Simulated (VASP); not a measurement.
# BaTiO3 (Amm2) in VASP: further runs

BaTiO3 is run at these levels: PBEsol; tasks: single point.

All numbers are computed with VASP 6.6.1; they aren't measurements. Logs are shortened: lines on timing, memory, paths and dates and some standing lists are left out, and cuts for length are marked.

### 1 The cell of the first run

Symmetry: Amm2, No. 38, orthorhombic system. Conventional cell: a = 3.986 Å, b = 5.674 Å, c = 5.690 Å, α = 90.00°, β = 90.00°, γ = 90.00°. Ba (site symmetry mm2) has 12 O at 2.77 to 2.92 Å and 8 Ti at 3.42 to 3.53 Å within 3.7 Å. Ti (site symmetry mm2) has 6 O at 1.93 to 2.09 Å within 2.6 Å. O (site symmetry mm2) has 2 Ti at 2.00 Å within 2.6 Å. O (site symmetry m) has 2 Ti at 1.93 to 2.09 Å within 2.6 Å.

### 2 Single point, PBEsol

INCAR

```
PREC = Accurate
ENCUT = 600
EDIFF = 1E-6
ISMEAR = 0
SIGMA = 0.01
LREAL = F
LASPH = T
NELM = 120
ALGO = Normal
ISIF = 2
LWAVE = F
LCHARG = F
GGA = PS
NBANDS = 28
GGA_COMPAT = F
```

KPOINTS

```
Automatic mesh
0
Gamma
  6 6 6
```

POSCAR

```
BaTiO3
1.0
    3.9855000000      0.0000000000      0.0000000000
    0.0000000000      2.8369000000     -2.8451500000
    0.0000000000      2.8369000000      2.8451500000
Ba Ti O
1 1 3
Direct
    0.0000000000      0.0000000000      0.0000000000
    0.5000000000      0.4876000000      0.5124000000
    0.0000000000      0.5126000000      0.4874000000
    0.5000000000      0.0081600000      0.5052400000
    0.5000000000      0.4947600000      0.9918400000
```

Potentials or basis: VASP PAW PBE potentials, release 64 (Ba_sv, Ti_sv, O).

The run is started by

```console
$ cat potpaw_PBE.64/Ba_sv/POTCAR potpaw_PBE.64/Ti_sv/POTCAR potpaw_PBE.64/O/POTCAR > POTCAR
$ mpirun -np 1 vasp_std > vasp.out
```

OUTCAR:

```text
PREC = Accurate
   ENCUT = 600
   EDIFF = 1E-6
   ISMEAR = 0
   LREAL = F
   LASPH = T
   NELM = 120
   ISIF = 2
   GGA = PS

 ion  position               nearest neighbor table
   1  0.000  0.000  0.000-   3 2.77   4 2.81   5 2.81   4 2.81   5 2.81   3 2.84   3 2.84   4 2.84
                             4 2.84   5 2.84   5 2.84   3 2.92   2 3.42   2 3.42   2 3.47   2 3.47
   2  0.500  0.488  0.512-   4 1.93   5 1.93   3 2.00   3 2.00   5 2.09   4 2.09   1 3.42   1 3.42
                             1 3.47   1 3.47   1 3.47   1 3.47   1 3.53   1 3.53
   3  0.000  0.513  0.487-   2 2.00   2 2.00   1 2.77   1 2.84   1 2.84   1 2.92
   4  0.500  0.008  0.505-   2 1.93   2 2.09   1 2.81   1 2.81   1 2.84   1 2.84
   5  0.500  0.495  0.992-   2 1.93   2 2.09   1 2.81   1 2.81   1 2.84   1 2.84

  LATTYP: Found a base centered orthorhombic cell.
 ALAT       =     5.6738000000
 B/A-ratio  =     1.0029081039
 C/A-ratio  =     0.7024392823

  Lattice vectors:

 A1 = (   0.0000000000,   2.8369000000,  -2.8451500000)
 A2 = (   0.0000000000,   2.8369000000,   2.8451500000)
 A3 = (   3.9855000000,   0.0000000000,   0.0000000000)

Analysis of symmetry for initial positions (statically):
=====================================================================
 Subroutine PRICEL returns:
 Original cell was already a primitive cell.

 Routine SETGRP: Setting up the symmetry group for a
 base centered orthorhombic supercell.

 Subroutine GETGRP returns: Found  4 space group operations
 (whereof  4 operations were pure point group operations)
 out of a pool of  8 trial point group operations.

The static configuration has the point symmetry C_2v.

Analysis of symmetry for dynamics (positions and initial velocities):
=====================================================================
 Subroutine PRICEL returns:
 Original cell was already a primitive cell.

 Routine SETGRP: Setting up the symmetry group for a
 base centered orthorhombic supercell.

 Subroutine GETGRP returns: Found  4 space group operations
 (whereof  4 operations were pure point group operations)
 out of a pool of  8 trial point group operations.

The dynamic configuration has the point symmetry C_2v.

 Subroutine INISYM returns: Found  4 space group operations
 (whereof  4 operations are pure point group operations),
 and found     1 'primitive' translations

----------------------------------------------------------------------------------------

                                     Primitive cell

  volume of cell :      64.3372

  direct lattice vectors                    reciprocal lattice vectors
     3.985500000  0.000000000  0.000000000     0.250909547  0.000000000  0.000000000
     0.000000000  2.836900000 -2.845150000     0.000000000  0.176248722 -0.175737659
     0.000000000  2.836900000  2.845150000     0.000000000  0.176248722  0.175737659

  length of vectors
     3.985500000  4.017820321  4.017820321     0.250909547  0.248892219  0.248892219

  position of ions in fractional coordinates (direct lattice)
     0.000000000  0.000000000  0.000000000
     0.500000000  0.487600000  0.512400000
     0.000000000  0.512600000  0.487400000
     0.500000000  0.008160000  0.505240000
     0.500000000  0.494760000  0.991840000

  ion indices of the primitive-cell ions
   primitive index   ion index
                 1           1
                 2           2
                 3           3
                 4           4
                 5           5

----------------------------------------------------------------------------------------

 KPOINTS: Automatic mesh

Automatic generation of k-mesh.
 Grid dimensions read from file:
 generate k-points for:    6    6    6

 Generating k-lattice:

  Cartesian coordinates                     Fractional coordinates (reciprocal lattice)
     0.041818258  0.000000000  0.000000000     0.166666667  0.000000000  0.000000000
     0.000000000  0.029374787 -0.029289610     0.000000000  0.166666667  0.000000000
     0.000000000  0.029374787  0.029289610     0.000000000  0.000000000  0.166666667

  Length of vectors
     0.041818258  0.041482037  0.041482037

  Shift w.r.t. Gamma in fractional coordinates (k-lattice)
     0.000000000  0.000000000  0.000000000

 Subroutine IBZKPT returns following result:
 ===========================================

 Found     52 irreducible k-points:

 Following reciprocal coordinates:
            Coordinates               Weight
  0.000000  0.000000  0.000000      1.000000
  0.166667  0.000000  0.000000      2.000000
  0.333333  0.000000  0.000000      2.000000
  0.500000  0.000000  0.000000      1.000000
  0.000000  0.166667  0.000000      4.000000
  0.166667  0.166667  0.000000      8.000000
[... 16 lines left out ...]
  0.333333  0.333333  0.166667      8.000000
  0.500000  0.333333  0.166667      4.000000
 [... further k-points ...]
   k-points           NKPTS =     52   k-points in BZ     NKDIM =     52   number of bands    NBANDS=     28
   number of dos      NEDOS =    301   number of ions     NIONS =      5
   total plane-waves  NPLWV =  32768
   dimension x,y,z NGX =    32 NGY =   32 NGZ =   32
   dimension x,y,z NGXF=    64 NGYF=   64 NGZF=   64
   ions per type =               1   1   3
   NGX,Y,Z   is equivalent  to a cutoff of  13.35, 13.24, 13.24 a.u.
   NGXF,Y,Z  is equivalent  to a cutoff of  26.70, 26.48, 26.48 a.u.
 SYSTEM =  unknown system
   PREC   = accura    normal or accurate (medium, high low for compatibility)
   ISTART =      0    job   : 0-new  1-cont  2-samecut
   ICHARG =      2    charge: 1-file 2-atom 10-const
   ISPIN  =      1    spin polarized calculation?
   LNONCOLLINEAR =      F non collinear calculations
   LSORBIT =      F    spin-orbit coupling
   LASPH  =      T    aspherical Exc in radial PAW
   ENCUT  =  600.0 eV  44.10 Ry    6.64 a.u.   7.96  8.02  8.02*2*pi/ulx,y,z
   NELM   =    120;   NELMIN=  2; NELMDL= -5     # of ELM steps
   EDIFF  = 0.1E-05   stopping-criterion for ELM
   LREAL  =      F    real-space projection
   EDIFFG = 0.1E-04   stopping-criterion for IOM
   NSW    =      0    number of steps for IOM
   IBRION =     -1    ionic relax: 0-MD 1-quasi-New 2-CG
   NFREE  =      0    steps in history (QN), initial steepest desc. (CG)
   ISIF   =      2    stress and relaxation
   ISYM   =      2    0-nonsym 1-usesym 2-fastsym
   POTIM  = 0.5000    time-step for ionic-motion
   TEBEG  =    0.0;   TEEND  =   0.0 temperature during run
   PSTRESS=    0.0 pullay stress
   NELECT =      40.0000    total number of electrons
   NUPDOWN=      -1.0000    fix difference up-down
   EMIN   =  10.00;   EMAX   =-10.00  energy-range for DOS
   EFERMI =   0.00;   METHOD = LEGACY
   ISMEAR =     0;   SIGMA  =   0.01  broadening in eV -4-tet -1-fermi 0-gaus
   EFERMI_NEDOS =   21; number of points for ismear=-14 and -15
   IALGO  =     38    algorithm
   IMIX   =      4    mixing-type and parameters
     AMIX     =   0.40;   BMIX     =  1.00
     AMIX_MAG =   1.60;   BMIX_MAG =  1.00
  volume/ion in A,a.u.               =      12.87        86.83
  Fermi-wavevector in a.u.,A,eV,Ry     =   1.397250  2.640420 26.562762  1.952308
  Thomas-Fermi vector in A             =   2.520525
   LORBIT       =      0    0 simple, 1 ext, 2 COOP (PROOUT), +10 PAW based schemes
   GGA     = PS    functional components
   LHFCALC =     F    Hartree Fock is set to
   AEXX    =    0.0000 exact exchange contribution
   IVDW    =     0    specifies the selected vdW correction
   LEPSILON=     F    determine dielectric tensor
   LRPA    =     F    only Hartree local field effects (RPA)
 non-spin polarized calculation
 Gauss-broadening in eV      SIGMA  =   0.01
  energy-cutoff  :      600.00
  volume of cell :       64.34
 maximum number of plane-waves:      2176
 NGX is ok and might be reduce to    32
   NGX = 15   NGY = 17   NGZ = 17

 number of electron      39.9999992 magnetization

 Free energy of the ion-electron system (eV)
  ---------------------------------------------------
  ext. energy  EPLUGINS =         0.00000000
  ---------------------------------------------------
  free energy    TOTEN  =       -41.98250005 eV

  energy without entropy =      -41.98250005  energy(sigma->0) =      -41.98250005

 E-fermi :   3.7754     XC(G=0): -11.4948

 val. band max:        3.6619856235   @ k =   0.5000   0.5000   0.5000
 cond. band min:       5.4657148140   @ k =   0.0000   0.0000   0.0000
 fundamental gap:      1.8037291905
 Fermi energy:         3.7754209383

 k-point     1 :       0.0000    0.0000    0.0000
  band No.  band energies     occupation
      1     -52.6429      2.00000
      2     -28.9828      2.00000
      3     -28.9811      2.00000
      4     -28.9658      2.00000
      5     -21.1120      2.00000
      6     -13.1436      2.00000
[... 20 lines left out ...]
     27       8.6188      0.00000
     28      10.7900      0.00000

 k-point     2 :       0.1667    0.0000    0.0000
  band No.  band energies     occupation
      1     -52.6427      2.00000
      2     -28.9823      2.00000
      3     -28.9810      2.00000
      4     -28.9795      2.00000
      5     -21.0813      2.00000
      6     -13.1630      2.00000
[... 20 lines left out ...]
     27       9.1356      0.00000
     28      11.4618      0.00000

 k-point     3 :       0.3333    0.0000    0.0000
  band No.  band energies     occupation
      1     -52.6421      2.00000
      2     -29.0079      2.00000
      3     -28.9812      2.00000
      4     -28.9794      2.00000
      5     -21.0186      2.00000
      6     -13.2888      2.00000
[... 20 lines left out ...]
     27      10.3625      0.00000
     28      11.8796      0.00000

 k-point     4 :       0.5000    0.0000    0.0000
  band No.  band energies     occupation
      1     -52.6418      2.00000
      2     -29.0218      2.00000
      3     -28.9806      2.00000
      4     -28.9789      2.00000
      5     -20.9865      2.00000
      6     -13.3746      2.00000
[... 20 lines left out ...]
     27      11.1651      0.00000
     28      11.7972      0.00000

 k-point     5 :       0.0000    0.1667    0.0000
  band No.  band energies     occupation
      1     -52.6427      2.00000
      2     -28.9950      2.00000
      3     -28.9814      2.00000
      4     -28.9653      2.00000
      5     -21.0829      2.00000
      6     -13.1663      2.00000
[... 20 lines left out ...]
     27       9.1471      0.00000
     28      11.4494      0.00000

 k-point     6 :       0.1667    0.1667    0.0000
  band No.  band energies     occupation
      1     -52.6424      2.00000
      2     -28.9944      2.00000
      3     -28.9810      2.00000
      4     -28.9791      2.00000
      5     -21.0548      2.00000
      6     -13.1430      2.00000
[... 463 lines left out ...]
      5     -21.0020      2.00000
      6     -13.1943      2.00000
[... 20 lines left out ...]
     27      10.8714      0.00000
     28      12.2664      0.00000

 k-point    22 :       0.1667    0.3333    0.1667
  band No.  band energies     occupation
      1     -52.6417      2.00000
      2     -29.0192      2.00000
      3     -28.9926      2.00000
      4     -28.9776      2.00000
      5     -20.9803      2.00000
      6     -13.0880      2.00000
[... 20 lines left out ...]
     27      11.0428      0.00000
     28      12.0600      0.00000

 k-point    23 :       0.3333    0.3333    0.1667
  band No.  band energies     occupation
      1     -52.6411      2.00000
      2     -29.0177      2.00000
      3     -29.0049      2.00000
      4     -28.9913      2.00000
      5     -20.9363      2.00000
      6     -12.8982      2.00000
[... 20 lines left out ...]
     27      11.8319      0.00000
     28      11.9247      0.00000

 k-point    24 :       0.5000    0.3333    0.1667
  band No.  band energies     occupation
      1     -52.6408      2.00000
      2     -29.0185      2.00000
      3     -29.0168      2.00000
      4     -28.9908      2.00000
      5     -20.9138      2.00000
      6     -12.8351      2.00000
[... 20 lines left out ...]
     27      11.7436      0.00000
     28      12.2162      0.00000

 [... further k-points ...]

------------------------ aborting loop because EDIFF is reached ----------------------------------------

  FORCE on cell =-STRESS in cart. coord.  units (eV):
  Direction    XX          YY          ZZ          XY          YZ          ZX
  --------------------------------------------------------------------------------------
  -------------------------------------------------------------------------------------
  Total       -0.8686161     -0.8093966     -1.0623380      0.0000000      0.0000000      0.0000000
  in kB      -21.6309921    -20.1562600    -26.4552140      0.0000000      0.0000000      0.0000000
  external PRESSURE =     -22.7474887 kB  Pullay stress =       0.0000000 kB

 VOLUME and BASIS-vectors are now :
 -----------------------------------------------------------------------------
  energy-cutoff  :      600.00
  volume of cell :       64.34
      direct lattice vectors                 reciprocal lattice vectors
     3.985500000  0.000000000  0.000000000     0.250909547  0.000000000  0.000000000
     0.000000000  2.836900000 -2.845150000     0.000000000  0.176248722 -0.175737659
     0.000000000  2.836900000  2.845150000     0.000000000  0.176248722  0.175737659

 POSITION                                       TOTAL-FORCE (eV/Angst)
 -----------------------------------------------------------------------------------
      0.00000      0.00000      0.00000         0.000000      0.000000      0.154454
      1.99275      2.83690      0.07056         0.000000      0.000000      0.186239
      0.00000      2.83690     -0.07170         0.000000      0.000000      0.219672
      1.99275      1.45646      1.41427         0.000000      0.010876     -0.280183
      1.99275      4.21734      1.41427         0.000000     -0.010876     -0.280183
 -----------------------------------------------------------------------------------
    total drift:                                0.000000      0.000000     -0.000670

  FREE ENERGIE OF THE ION-ELECTRON SYSTEM (eV)
  ---------------------------------------------------
  free  energy   TOTEN  =       -41.9825000464 eV

  energy  without entropy=      -41.9825000464  energy(sigma->0) =      -41.98250005
```

Wall time 71 s (1 thread of Intel Xeon Platinum 8375C at 2.90GHz (Ice Lake), shared host); peak memory 0.26 GiB.

What came out:

- Free energy: -41.9825 eV
- Pressure: -2.3 GPa
- Largest force: 0.280 eV/Å
- Band gap on the k mesh: 1.80 eV (least direct gap 2.01 eV)

Forces on the atoms (eV/Å):
```
Ba   0.000  0.000  0.154
Ti   0.000  0.000  0.186
O    0.000  0.000  0.220
O    0.000  0.011 -0.280
O    0.000 -0.011 -0.280
```

Levels at points of the mesh, in eV from the valence-band top:
```csv
k point,band 16,band 17,band 18,band 19,band 20,band 21,band 22,band 23,band 24,band 25
"(0.00, 0.00, 0.00)",-1.16,-1.11,-0.36,-0.25,-0.21,1.80,1.87,2.03,4.04,4.09
"(0.50, 0.00, 0.00)",-2.03,-1.84,-1.76,-0.84,-0.79,2.01,3.51,3.59,4.02,5.88
"(0.00, 0.50, 0.00)",-1.97,-1.87,-1.71,-0.83,-0.75,2.06,3.53,3.56,4.07,6.00
"(0.50, 0.50, 0.00)",-2.72,-1.74,-0.90,-0.89,-0.09,3.55,3.57,3.95,4.78,7.67
"(0.00, 0.50, 0.50)",-2.72,-1.68,-0.92,-0.88,-0.14,3.54,3.60,3.94,4.90,7.71
"(0.50, 0.50, 0.50)",-2.42,-2.41,-0.05,-0.01,0.00,4.16,4.21,4.22,6.53,6.58
```

Caveat: the PAW data sets were made with another functional, which shifts forces and pressure a little; spin-orbit coupling is left out, which moves the levels of the heavy elements. As with any semilocal functional, this PBEsol gap is likely too small.

[end of part 1 of 2]
